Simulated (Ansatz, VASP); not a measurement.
## Ru: VASP beside Ansatz

```xyz
6
Lattice="2.6751 0.0000 0.0000 1.3375 2.3167 0.0000 0.0000 0.0000 26.5571" Properties=species:S:1:pos:R:3 pbc="T T T"
Ru    2.6751    1.5444    8.0723
Ru    0.0000    0.0000   10.0975
Ru    2.6751    1.5444   12.2073
Ru    0.0000    0.0000   14.3498
Ru    2.6751    1.5444   16.4596
Ru    0.0000    0.0000   18.4847
```

Alike in both runs: functional LDA; k mesh 14 × 14 × 1; no spin polarisation.

Ansatz relaxed the structure, and its values are those at the end. VASP's run is a single point on that final structure, the one shown.

```csv
,VASP,Ansatz
version,VASP 6.6.1,Ansatz 0.2.0
potentials or method,"VASP PAW LDA potentials, release 64 (Ru_pv)","plane-wave PAW, scalar-relativistic"
plane-wave cutoff (eV),520,420
occupations,"methfessel-paxton of order 1, width 0.1 eV","cold, width 0.1 eV"
valence electrons in the cell,84,96
```

Ansatz gave:

```
rms of the force components (eV/Å) : 0.001
```

What did VASP give for the same quantities?

rms of the force components (eV/Å): 0.025.

LDA's correlation is that of Perdew and Zunger in VASP and of Perdew and Wang (1992) in Ansatz. VASP's potentials hold 84 valence electrons a cell and Ansatz's 96, so a difference there can come from the potentials and not from the codes.
